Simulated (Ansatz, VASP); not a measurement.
## ZrN: VASP beside Ansatz

```
CELL_PARAMETERS angstrom
0.00000 2.27659 2.27659
2.27659 0.00000 2.27659
2.27659 2.27659 0.00000
ATOMIC_POSITIONS crystal
Zr 0.00000 0.00000 0.00000
N 0.50000 0.50000 0.50000
```

Change from the starting cell: volume scaled by 0.99, crystal datasets.

Alike in both runs: task electric field gradients; functional PBE; k mesh 9 × 9 × 9; occupations fermi-dirac, width 0.01 eV; no spin polarisation.

```csv
,VASP,Ansatz
version,VASP 6.6.1,Ansatz 0.2.0
potentials or method,"VASP PAW PBE potentials, release 64 (Zr_sv, N), cutoff 520 eV","all-electron PAW with datasets made for the crystal, scalar-relativistic"
```

VASP gave:

| Item | Value |
| --- | --- |
| pressure (GPa) | 7.5 |

Problem. Which values does Ansatz return?

Solution. Pressure (GPa): 7.2.

Ansatz ran all-electron here, and VASP with PAW potentials. Ansatz's warnings: printed levels off.
